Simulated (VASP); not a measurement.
Sr, 1 atom in the cell. The structure is tetragonal, space group I4/mmm (No. 139). The conventional cell has a = 4.656 Å, b = 4.656 Å, c = 4.850 Å, α = 90.00°, β = 90.00°, γ = 90.00°. Within 5.4 Å of Sr (site symmetry 4/mmm) lie 14 Sr at 4.09 to 4.85 Å.  This cell differs from its parent crystal: strain -0.040 along x and y, +0.000 along z.

```yaml
Program: VASP 6.6.1
Task: single point
Functional: PBE
Potentials_or_basis: VASP PAW PBE potentials, release 64 (Sr_sv)
Cutoff: 520 eV
k_mesh: 14 × 14 × 14
Occupations: gaussian, width 0.15 eV
Spin: no spin polarisation
Dipole_correction: no
Further_INCAR_settings: ALGO = Fast; EDIFF = 1e-07; NBANDS = 11
```

Potentials or basis: VASP PAW PBE potentials, release 64 (Sr_sv).

Run with:

```sh
$ cat potpaw_PBE.64/Sr_sv/POTCAR > POTCAR
$ mpirun -np 1 vasp_std > vasp.out
```

Hardware: 1 thread of Intel(R) Xeon(R) Platinum 8488C (Sapphire Rapids), with other jobs on the host.

Question: How long does it take, and how much memory?

Answer: It took 81 s on 1 thread of Intel(R) Xeon(R) Platinum 8488C (Sapphire Rapids), with other jobs on the host, peak memory 0.27 GiB. Counts: scf iterations 14, k points 244.
